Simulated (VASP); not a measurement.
# CoO in VASP: single point with PBEsol

Aim: the single point of CoO with PBEsol.

All numbers are computed with VASP 6.6.1; they aren't measurements. Logs are shortened: lines on timing, memory, paths and dates and some standing lists are left out, and cuts for length are marked.

## (1) The cell of the first run

The typed cell holds 4 atoms: a = 2.813 Å, b = 3.166 Å, c = 5.211 Å, α = 90.00°, β = 90.00°, γ = 116.38°.

## (2) Single point, PBEsol, collinear spin, antiferromagnetic start

INCAR reads:

```
  PREC = Accurate
  ENCUT = 520
  EDIFF = 1E-6
  ISMEAR = 0
  SIGMA = 0.1
  LREAL = F
  LASPH = T
  NELM = 150
  ALGO = Normal
  ISIF = 2
  LWAVE = F
  LCHARG = F
  ISPIN = 2
  MAGMOM = -2.3 2.3 0.18 -0.18
  LORBIT = 11
  LMAXMIX = 4
  GGA = PS
  NBANDS = 27
```

KPOINTS reads:

```
Automatic mesh
0
Gamma
  6 6 4
```

POSCAR reads:

```
CoO
1.0
    2.8134800838      0.0001056035      0.0000276461
   -1.4066485866      2.8359930161     -0.0001342550
    0.0000452063     -0.0002273920      5.2114187520
Co O
2 2
Direct
   -0.0263620442      0.0086942944     -0.0125842775
    0.3146779196      0.6903129485      0.4874231637
    0.0061683087      0.0733821476      0.3453203735
    0.2821130632      0.6255531522      0.8453124722
```

Potentials or basis: VASP PAW PBE potentials, release 64 (Co, O).

The run is started by

```console
$ cat potpaw_PBE.64/Co/POTCAR potpaw_PBE.64/O/POTCAR > POTCAR
$ mpirun -np 1 vasp_std > vasp.out
```

OUTCAR:

```text
PREC = Accurate
   ENCUT = 520
   EDIFF = 1E-6
   ISMEAR = 0
   LREAL = F
   LASPH = T
   NELM = 150
   ISIF = 2
   ISPIN = 2
   LORBIT = 11
   GGA = PS

 ion  position               nearest neighbor table
   1  0.974  0.009  0.987-   3 1.87   4 1.90   4 1.93   4 1.93   2 3.10   2 3.10   2 3.10   2 3.10

   2  0.315  0.690  0.487-   4 1.87   3 1.90   3 1.93   3 1.93   1 3.10   1 3.10   1 3.10   1 3.10

   3  0.006  0.073  0.345-   1 1.87   2 1.90   2 1.93   2 1.93
   4  0.282  0.626  0.845-   2 1.87   1 1.90   1 1.93   1 1.93

  LATTYP: Found a base centered monoclinic cell.
 ALAT       =    21.6040540454
 B/A-ratio  =     0.1302292653
 C/A-ratio  =     0.2412241122
 COS(beta)  =    -0.9649190536

  Lattice vectors:

 A1 = (   1.4067410846,   2.8365534036, -10.4229441129)
 A2 = (  -1.4067389992,   2.8364478001, -10.4229717590)
 A3 = (   0.0000452063,  -0.0002273920,   5.2114187520)

Analysis of symmetry for initial positions (statically):
=====================================================================
 Subroutine PRICEL returns:
 Original cell was already a primitive cell.

 Routine SETGRP: Setting up the symmetry group for a
 base centered monoclinic supercell.

 Subroutine GETGRP returns: Found  1 space group operations
 (whereof  1 operations were pure point group operations)
 out of a pool of  4 trial point group operations.

The static configuration has the point symmetry C_1 .

Analysis of symmetry for dynamics (positions and initial velocities):
=====================================================================
 Subroutine PRICEL returns:
 Original cell was already a primitive cell.

 Routine SETGRP: Setting up the symmetry group for a
 base centered monoclinic supercell.

 Subroutine GETGRP returns: Found  1 space group operations
 (whereof  1 operations were pure point group operations)
 out of a pool of  4 trial point group operations.

The dynamic configuration has the point symmetry C_1 .

Analysis of structural, dynamic, and magnetic symmetry:
=====================================================================
 Subroutine PRICEL returns:
 Original cell was already a primitive cell.

 Routine SETGRP: Setting up the symmetry group for a
 base centered monoclinic supercell.

 Subroutine GETGRP returns: Found  1 space group operations
 (whereof  1 operations were pure point group operations)
 out of a pool of  4 trial point group operations.

The overall configuration has the point symmetry C_1 .

[... 125 lines left out ...]
  Thomas-Fermi vector in A             =   2.583803
   LORBIT       =     11    0 simple, 1 ext, 2 COOP (PROOUT), +10 PAW based schemes
   GGA     = PS    functional components
   LHFCALC =     F    Hartree Fock is set to
   AEXX    =    0.0000 exact exchange contribution
   IVDW    =     0    specifies the selected vdW correction
   LEPSILON=     F    determine dielectric tensor
   LRPA    =     F    only Hartree local field effects (RPA)
 spin polarized calculation
 Gauss-broadening in eV      SIGMA  =   0.10
  energy-cutoff  :      520.00
  volume of cell :       41.58
 maximum number of plane-waves:      1134
 NGX is ok and might be reduce to    24
   NGX = 11   NGY = 11   NGZ = 19

 number of electron      30.0000001 magnetization       0.0006474

 number of electron      30.0000001 magnetization      -0.0005225

 Free energy of the ion-electron system (eV)
  ---------------------------------------------------
  ext. energy  EPLUGINS =         0.00000000
  ---------------------------------------------------
  free energy    TOTEN  =       -28.57145346 eV

  energy without entropy =      -28.55052681  energy(sigma->0) =      -28.56099013

 E-fermi :   7.0980     XC(G=0): -12.0418

 val. band max:        7.0783276785   @ k =   0.5000   0.3333   0.2500
 cond. band min:       7.1170166759   @ k =   0.5000   0.1667  -0.0000
 fundamental gap:      0.0386889974
 Fermi energy:         7.0980023791

 spin component 1

 k-point     1 :       0.0000    0.0000    0.0000
  band No.  band energies     occupation
      1     -13.5036      1.00000
      2     -12.7203      1.00000
      3      -0.7013      1.00000
      4       0.3450      1.00000
      5       0.6693      1.00000
      6       1.3612      1.00000
[... 709 lines left out ...]
     26      22.6598      0.00000
     27      23.0711      0.00000

 [... further k-points ...]

 spin component 2

 k-point     1 :       0.0000    0.0000    0.0000
  band No.  band energies     occupation
      1     -13.5036      1.00000
      2     -12.7205      1.00000
      3      -0.7013      1.00000
      4       0.3447      1.00000
      5       0.6695      1.00000
      6       1.3613      1.00000
[... 709 lines left out ...]
     26      22.6598      0.00000
     27      23.0710      0.00000

 [... further k-points ...]
[... 5 lines left out ...]
  --------------------------------------------------------------------------------------
  -------------------------------------------------------------------------------------
  Total       -0.0217315     -0.0739218     -0.0836316     -0.0006425     -0.0001269     -0.0001850
  in kB       -0.8373107     -2.8481987     -3.2223141     -0.0247548     -0.0048893     -0.0071276
  external PRESSURE =      -2.3026078 kB  Pullay stress =       0.0000000 kB

 VOLUME and BASIS-vectors are now :
 -----------------------------------------------------------------------------
  energy-cutoff  :      520.00
  volume of cell :       41.58
      direct lattice vectors                 reciprocal lattice vectors
     2.813480084  0.000105604  0.000027646     0.355425080  0.176290345  0.000004609
    -1.406648587  2.835993016 -0.000134255    -0.000013235  0.352603613  0.000015385
     0.000045206 -0.000227392  5.211418752    -0.000001886  0.000008148  0.191886327

 POSITION                                       TOTAL-FORCE (eV/Angst)
 -----------------------------------------------------------------------------------
      2.72713      0.02454      5.14586         0.000218     -0.002205     -0.012093
     -0.08567      1.95765      2.54008        -0.000293      0.001907     -0.012259
     -0.08585      0.20803      1.79960        -0.000030     -0.006252      0.012001
     -0.08618      1.77390      4.40520         0.000105      0.006550      0.012351
 -----------------------------------------------------------------------------------
    total drift:                                0.000027      0.000588     -0.000180

  FREE ENERGIE OF THE ION-ELECTRON SYSTEM (eV)
  ---------------------------------------------------
  free  energy   TOTEN  =       -28.5714534592 eV

  energy  without entropy=      -28.5505268082  energy(sigma->0) =      -28.56099013

 total charge

# of ion       s       p       d       tot
------------------------------------------
    1        0.378   0.514   7.282   8.174
    2        0.378   0.514   7.282   8.174
    3        1.554   3.432   0.000   4.986
    4        1.554   3.432   0.000   4.986
--------------------------------------------------
tot          3.864   7.894  14.564  26.321

 magnetization (x)

# of ion       s       p       d       tot
------------------------------------------
    1       -0.005  -0.032  -1.992  -2.029
    2        0.005   0.032   1.992   2.029
    3        0.010   0.131   0.000   0.141
    4       -0.010  -0.131   0.000  -0.141
--------------------------------------------------
tot         -0.000  -0.000  -0.000  -0.000
```

OSZICAR:

```text
N       E                     dE             d eps       ncg     rms          rms(c)
DAV:   1     0.250862292378E+03    0.25086E+03   -0.13200E+04  8288   0.131E+03
DAV:   2    -0.738302233124E+01   -0.25825E+03   -0.23112E+03  8457   0.318E+02
DAV:   3    -0.334151275804E+02   -0.26032E+02   -0.24710E+02  9193   0.115E+02
DAV:   4    -0.339788434255E+02   -0.56372E+00   -0.56166E+00  9164   0.173E+01
DAV:   5    -0.339968423549E+02   -0.17999E-01   -0.17996E-01 11051   0.291E+00    0.253E+01
DAV:   6    -0.331389766170E+02    0.85787E+00   -0.42072E+01 11083   0.989E+01    0.304E+01
DAV:   7    -0.285496924486E+02    0.45893E+01   -0.17607E+01  9120   0.872E+01    0.109E+01
DAV:   8    -0.286168930199E+02   -0.67201E-01   -0.15433E+00  9043   0.942E+00    0.592E+00
DAV:   9    -0.285605195007E+02    0.56374E-01   -0.13479E-01 13428   0.635E+00    0.124E+00
DAV:  10    -0.285994878191E+02   -0.38968E-01   -0.14928E-01 12323   0.475E+00    0.262E+00
DAV:  11    -0.285735928200E+02    0.25895E-01   -0.93821E-02 11310   0.413E+00    0.617E-01
DAV:  12    -0.285712705911E+02    0.23222E-02   -0.67535E-03 11848   0.122E+00    0.138E-01
DAV:  13    -0.285714509786E+02   -0.18039E-03   -0.16605E-03 10454   0.321E-01    0.697E-02
DAV:  14    -0.285714503815E+02    0.59704E-06   -0.58005E-05 11076   0.794E-02    0.377E-02
DAV:  15    -0.285714507758E+02   -0.39422E-06   -0.15553E-05 10905   0.397E-02    0.166E-02
DAV:  16    -0.285714538005E+02   -0.30247E-05   -0.60036E-06  6710   0.239E-02    0.826E-03
DAV:  17    -0.285714534592E+02    0.34125E-06   -0.83762E-07  4584   0.133E-02
   1 F= -.28571453E+02 E0= -.28560990E+02  d E =-.209267E-01  mag=    -0.0004
```

stdout:

```text
POSCAR found type information on POSCAR CoO
 POSCAR found :  2 types and       4 ions
 scaLAPACK will be used
 -----------------------------------------------------------------------------
|                                                                             |
|                                                                             |
|     You enforced a specific xc type in the INCAR file but a different       |
[... 26 lines left out ...]
 -----------------------------------------------------------------------------

 LDA part: xc-table for (Slater+PW92), standard interpolation
 POSCAR, INCAR and KPOINTS ok, starting setup
 FFT: planning ... GRIDC
 FFT: planning ... GRID_SOFT
 FFT: planning ... GRID
 WAVECAR not read
 entering main loop
```

Wall time 6.4 min (1 thread of AMD EPYC 7R13, shared host); peak memory 0.23 GiB.

What came out:

```
Free energy                                           : -28.5715 eV
Pressure                                              : -0.2 GPa
Largest force                                         : 0.014 eV/Å
Band gap on the k mesh                                : zero (filled and empty bands overlap)
Net moment                                            : 0.00 μB per cell
Site moments                                          : Co -2.03, +2.03; O +0.14, -0.14 μB
Valence electrons inside the program's atomic spheres : Co 8.17; O 4.99
```

Forces in eV/Å, atoms in the order of the input:
```
Co   0.000 -0.002 -0.012
Co   0.000  0.002 -0.012
O    0.000 -0.006  0.012
O    0.000  0.007  0.012
```

Stress tensor (GPa, compression positive):
```
-0.08  0.00  0.00
 0.00 -0.28  0.00
 0.00  0.00 -0.32
```

Levels at points of the mesh, in eV from the Fermi level:
Spin up:
| k point | band 12 | band 13 | band 14 | band 15 | band 16 | band 17 | band 18 | band 19 |
| --- | --- | --- | --- | --- | --- | --- | --- | --- |
| (0.00, 0.00, 0.00) | -1.28 | -0.84 | -0.59 | 0.20 | 0.66 | 1.54 | 1.88 | 1.94 |
| (0.50, 0.00, 0.00) | -1.47 | -1.24 | -0.48 | -0.35 | 0.47 | 0.74 | 1.32 | 6.05 |
| (0.00, 0.50, 0.00) | -1.88 | -1.18 | -0.78 | -0.27 | -0.24 | 0.46 | 1.10 | 6.18 |
| (0.50, 0.50, 0.00) | -1.47 | -1.24 | -0.48 | -0.35 | 0.47 | 0.74 | 1.32 | 6.05 |
| (0.00, 0.00, 0.50) | -1.10 | -0.78 | -0.21 | 0.26 | 0.67 | 1.59 | 1.75 | 2.99 |
| (0.50, 0.00, 0.50) | -1.53 | -1.13 | -0.50 | -0.25 | 0.34 | 0.81 | 1.11 | 5.77 |
| (0.00, 0.50, 0.50) | -1.84 | -0.96 | -0.75 | -0.50 | -0.18 | 0.51 | 0.93 | 5.87 |
| (0.50, 0.50, 0.50) | -1.53 | -1.13 | -0.50 | -0.25 | 0.34 | 0.81 | 1.11 | 5.77 |
Spin down:
```csv
k point,band 11,band 12,band 13,band 14,band 15,band 16,band 17,band 18,band 19,band 20
"(0.00, 0.00, 0.00)",-1.84,-1.28,-0.84,-0.59,0.20,0.66,1.54,1.88,1.94,5.96
"(0.50, 0.00, 0.00)",-2.20,-1.47,-1.24,-0.48,-0.35,0.47,0.74,1.32,6.05,6.72
"(0.00, 0.50, 0.00)",-2.32,-1.88,-1.18,-0.78,-0.27,-0.24,0.46,1.10,6.18,6.49
"(0.50, 0.50, 0.00)",-2.20,-1.47,-1.24,-0.48,-0.35,0.47,0.74,1.32,6.05,6.72
"(0.00, 0.00, 0.50)",-1.48,-1.10,-0.78,-0.21,0.26,0.67,1.59,1.75,2.99,3.33
"(0.50, 0.00, 0.50)",-1.62,-1.53,-1.13,-0.50,-0.25,0.34,0.81,1.11,5.77,6.09
"(0.00, 0.50, 0.50)",-1.90,-1.84,-0.96,-0.75,-0.50,-0.18,0.51,0.93,5.86,6.13
"(0.50, 0.50, 0.50)",-1.62,-1.53,-1.13,-0.50,-0.25,0.34,0.81,1.11,5.77,6.09
```

Caveat: the k points lie up to 0.42 Å⁻¹ apart, too coarse for converged energies and pressures of a metal; the PAW data sets were made with another functional, which shifts forces and pressure a little; semilocal functionals often make such compounds metallic where correlation or magnetic order opens a gap, which also shifts bond lengths. With open d or f shells a metallic result of PBEsol can be an artefact of self-interaction; +U or a hybrid may open a gap.

The gap in the log of VASP goes by the Fermi energy; the results here count the filled bands.